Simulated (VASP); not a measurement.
Input of a VASP 6.6.1 run:

File INCAR:

```
ALGO = Normal
EDIFF = 1E-7
ENCUT = 520
GGA = PE
ISIF = 2
ISMEAR = -1
LASPH = True
LCHARG = False
LREAL = False
LWAVE = False
NBANDS = 17
NELM = 80
PREC = Accurate
SIGMA = 0.02
```

KPOINTS

```
k-points
0
Gamma
  8 8 8
```

POSCAR

```
PbSe
1.0
    0.0000000000      2.9960411529      3.1064987813
    2.9960411529      0.0000000000      3.1064987813
    2.9960411529      2.9960411529      0.0000000000
Pb Se
1 1
Direct
    0.0000000000      0.0000000000      0.0000000000
    0.5000000000      0.5000000000      0.5000000000
```

Potentials or basis: VASP PAW PBE potentials, release 64 (Pb_d, Se).

Command:

```bash
$ cat potpaw_PBE.64/Pb_d/POTCAR potpaw_PBE.64/Se/POTCAR > POTCAR
$ mpirun -np 1 vasp_std > vasp.out
```

**Question.** What does it give for the band gap on the k mesh?

**Answer.** 0.16 eV, direct.

**Question.** Estimate the pressure.

**Answer.** 4.3 GPa.

Stress tensor (GPa, compression positive):
```
5.96 0.00 0.00
0.00 5.96 0.00
0.00 0.00 1.00
```

Caveat: the cell differs from its parent crystal (epitaxial xy strain -3.0%); spin-orbit coupling is left out, which moves the levels of the heavy elements. A k mesh can miss the band edges.
